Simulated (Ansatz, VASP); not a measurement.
**One calculation of Hf, two programs**

File INCAR:

```
PREC = Accurate
ENCUT = 520
EDIFF = 1E-7
ISMEAR = 0
SIGMA = 0.1
LREAL = False
LASPH = True
NELM = 80
ALGO = Normal
ISIF = 2
LWAVE = False
LCHARG = False
GGA = PE
NBANDS = 11
```

File KPOINTS:

```
Automatic mesh
0
Gamma
  16 16 16
```

POSCAR

```
Hf
1.0
    0.0000000000      2.2093218000      2.2093218000
    2.2093218000      0.0000000000      2.2093218000
    2.2093218000      2.2093218000      0.0000000000
Hf
1
Direct
    0.0000000000      0.0000000000      0.0000000000
```

Input for Ansatz:

```yaml
crystal:
  lattice:
    - [0.0, 2.2093218, 2.2093218]
    - [2.2093218, 0.0, 2.2093218]
    - [2.2093218, 2.2093218, 0.0]
  atoms:
    - { symbol: Hf, position: [0.0, 0.0, 0.0] }
basis:
  ecutwfc: 420
kpoints:
  mp_grid: { grid: [16, 16, 16] }
hamiltonian:
  xc: pbe
scf:
  occupations: { method: gaussian, width: 0.1 }
output:
  forces: true
  stress: true
  eigenvalues: true
```

Alike in both runs: task single point; functional PBE; k mesh 16 × 16 × 16; occupations gaussian, width 0.1 eV; no spin polarisation.

```csv
,VASP,Ansatz
version,VASP 6.6.1,Ansatz 0.2.0
potentials or method,"VASP PAW PBE potentials, release 64 (Hf_pv), cutoff 520 eV","scalar-relativistic, plane waves, PAW"
valence electrons in the cell,10,26
```

Ansatz gave:

```
gap on the k mesh at the Fermi level (eV) : none
pressure (GPa)                            : 4.8
```

Problem. What did VASP give for the same quantities?

Solution. gap on the k mesh at the Fermi level (eV): none; pressure (GPa): 4.4.

A gap of «none» marks a metal or a gap that the smearing closes. The functional is the same, so the differences come from potentials, cutoffs and numerics. VASP's potentials hold 10 valence electrons a cell and Ansatz's 26, so a difference there can come from the potentials and not from the codes.

Spin-orbit coupling is off throughout.
